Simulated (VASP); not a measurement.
**Rh: single point with r2SCAN**

Rh:

```
Rh
1.0
     2.64859    0.00000    0.00000
    -1.32430    2.29375    0.00000
     0.00000    0.00000    8.74542
Rh
4
Direct
  0.00000 0.00000 0.00000
  0.33333 0.66667 0.25000
  0.00000 0.00000 0.50000
  0.66667 0.33333 0.75000
```

This isn't the form of Rh at room conditions, which is fcc.

| Property | Result |
| --- | --- |
| Program | VASP 6.6.1 |
| Task | single point |
| Functional | r2SCAN |
| Potentials or basis | VASP PAW PBE potentials, release 64 (Rh_pv) |
| Cutoff | 520 eV |
| k mesh | 7 × 7 × 2 |
| Occupations | methfessel-paxton, width 0.3 eV |
| Spin | no spin polarisation |
| Dipole correction | no |
| Further INCAR settings | ALGO = Normal; EDIFF = 1e-07; NBANDS = 38 |

```yaml
Pressure: 11.3 GPa
Band_gap_on_the_k_mesh: zero (bands 30 and 31 overlap by 1.89 eV)
```

Stress tensor (GPa, compression positive):
```
10.94  0.00  0.00
 0.00 10.94  0.00
 0.00  0.00 12.02
```

Levels at points of the mesh, in eV from the Fermi level:
```
           k point  band 27  band 28  band 29  band 30  band 31  band 32  band 33  band 34  band 35  band 36
(0.00, 0.00, 0.00)    -2.92    -1.60    -1.60    -0.96    -0.96    -0.42    -0.42     0.41     0.41     0.68
(0.00, 0.00, 0.50)    -1.28    -1.28    -1.28    -1.28    -1.24    -1.24     0.04     0.04     0.04     0.04
```

Run time: 4.9 min on 1 thread of Intel Xeon 8259CL (shared host), peak memory 0.15 GiB.

Caveat: the k points lie up to 0.39 Å⁻¹ apart, too coarse for converged energies and pressures of a metal; the PAW data sets were made with another functional, which shifts forces and pressure a little.
